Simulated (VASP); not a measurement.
Set up this calculation in VASP 6.6.1, as the native input.

```
Task                   : single point
Functional             : r2SCAN
Potentials or basis    : VASP PAW PBE potentials, release 64 (In_d, Se)
Cutoff                 : 520 eV
k mesh                 : 5 × 5 × 5
Occupations            : gaussian, width 0.3 eV
Spin                   : no spin polarisation
Dipole correction      : no
Further INCAR settings : ALGO = Normal; EDIFF = 1e-06; NBANDS = 30
```

The system is In3Se.

```xyz
4
Lattice="4.8038 0.0000 0.0000 0.0000 4.8038 0.0000 0.0000 0.0000 4.8038" Properties=species:S:1:pos:R:3 pbc="T T T"
In    0.0000    2.4019    2.4019
In    2.4019    0.0000    2.4019
In    2.4019    2.4019    0.0000
Se    0.0000    0.0000    0.0000
```

The input as run:

POSCAR

```
In3Se
1.0
    4.8037600000      0.0000000000      0.0000000000
    0.0000000000      4.8037600000      0.0000000000
    0.0000000000      0.0000000000      4.8037600000
In Se
3 1
Direct
    0.0000000000      0.5000000000      0.5000000000
    0.5000000000      0.0000000000      0.5000000000
    0.5000000000      0.5000000000      0.0000000000
    0.0000000000      0.0000000000      0.0000000000
```

INCAR.step1

```
SYSTEM = In3Se
ALGO = Normal
EDIFF = 1E-4
ENCUT = 520
GGA = PE
ISMEAR = 0
LASPH = .True.
LCHARG = .False.
LREAL = .False.
LWAVE = .True.
NBANDS = 30
NELM = 60
PREC = Accurate
SIGMA = 0.3
```

INCAR.step2

```
SYSTEM = In3Se
ALGO = Normal
EDIFF = 1E-6
ENCUT = 520
ISIF = 2
ISMEAR = 0
ISTART = 1
LASPH = .True.
LCHARG = .False.
LMIXTAU = .True.
LREAL = .False.
LWAVE = .False.
METAGGA = R2SCAN
NBANDS = 30
NELM = 60
PREC = Accurate
SIGMA = 0.3
```

KPOINTS

```
k-points
0
Gamma
  5 5 5
  0 0 0
```

Potentials or basis: VASP PAW PBE potentials, release 64 (In_d, Se).

Run with:

```console
$ cat potpaw_PBE.64/In_d/POTCAR potpaw_PBE.64/Se/POTCAR > POTCAR
$ cp INCAR.step1 INCAR
$ mpirun -np 1 vasp_std > vasp.out
$ cp INCAR.step2 INCAR
$ mpirun -np 1 vasp_std > vasp.out
```

It gave:

- Pressure: -0.9 GPa

Caveat: the PAW data sets were made with another functional, which shifts forces and pressure a little.

Wall time 73 s on 1 thread of AMD EPYC 9R45 96-Core Processor (Zen 5) (shared host), peak memory 0.19 GiB.
